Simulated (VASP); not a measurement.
ScHg: relaxation of cell and atoms with LDA

ScHg:

```xyz
2
Lattice="3.5245 0.0000 0.0000 0.0000 3.5245 0.0000 0.0000 0.0000 3.5245" Properties=species:S:1:pos:R:3 pbc="T T T"
Sc    1.7623    1.7623    1.7623
Hg    0.0000    0.0000    0.0000
```

```
Program                : VASP 6.6.1
Task                   : relaxation of cell and atoms
Functional             : LDA
Potentials or basis    : VASP PAW LDA potentials, release 64 (Sc_sv, Hg_sv_GW)
Cutoff                 : 500 eV
k mesh                 : 12 × 12 × 12
Occupations            : gaussian, width 0.1 eV
Spin                   : no spin polarisation
Dipole correction      : no
Further INCAR settings : ALGO = Normal; EDIFF = 1e-07; IBRION = 2; EDIFFG = -0.005; NSW = 70; ISIF = 3
```

```json
{
  "Relaxed volume": "20.13 Å³/atom",
  "Relaxed cell": "a = 3.427 Å, b = 3.427 Å, c = 3.427 Å, α = 90.00°, β = 90.00°, γ = 90.00°",
  "Space group after relaxing (to 0.1 Å)": "Pm-3m (No. 221)",
  "Energy gained by relaxing": "42.6 meV/atom",
  "Ionic steps": "3",
  "Pressure after relaxing": "0.0 GPa",
  "Band gap on the k mesh": "zero (an odd number of electrons rules out a gap without spin polarisation)"
}
```

The path:
```tsv
step	energy change (eV)	largest force (eV/Å)	pressure (GPa)	volume (Å³)
1	0.0000	0.0000	-7.15	43.78
2	-0.0362	0.0000	7.02	37.88
3	-0.0852	0.0000	-0.02	40.26
```

Final structure:
```yaml
crystal:
  lattice:
    - [3.42735, 0.00000, 0.00000]
    - [0.00000, 3.42735, 0.00000]
    - [0.00000, 0.00000, 3.42735]
  atoms:
    - { symbol: Sc, position: [0.50000, 0.50000, 0.50000] }
    - { symbol: Hg, position: [0.00000, 0.00000, 0.00000] }
```

Levels at points of the mesh, in eV from the Fermi level:
```
           k point  band 13  band 14  band 15  band 16  band 17  band 18  band 19
(0.00, 0.00, 0.00)    -7.28    -7.28     0.32     0.32     2.59     2.59     2.59
(0.50, 0.00, 0.00)    -7.19    -5.09    -3.98    -0.11     0.77     0.77     2.32
(0.50, 0.50, 0.00)    -6.73    -4.13    -0.97    -0.97     0.63     2.17     2.17
(0.50, 0.50, 0.50)    -6.71    -1.91    -1.91    -1.91    -0.75     3.14     3.14
```

Wall time 92 s on 1 thread of AMD EPYC 9R45 96-Core Processor (Zen 5), with other jobs on the host, peak memory 0.19 GiB.

Caveat: spin-orbit coupling is left out, which moves the levels of the heavy elements. LDA usually gives volumes a few per cent too small.
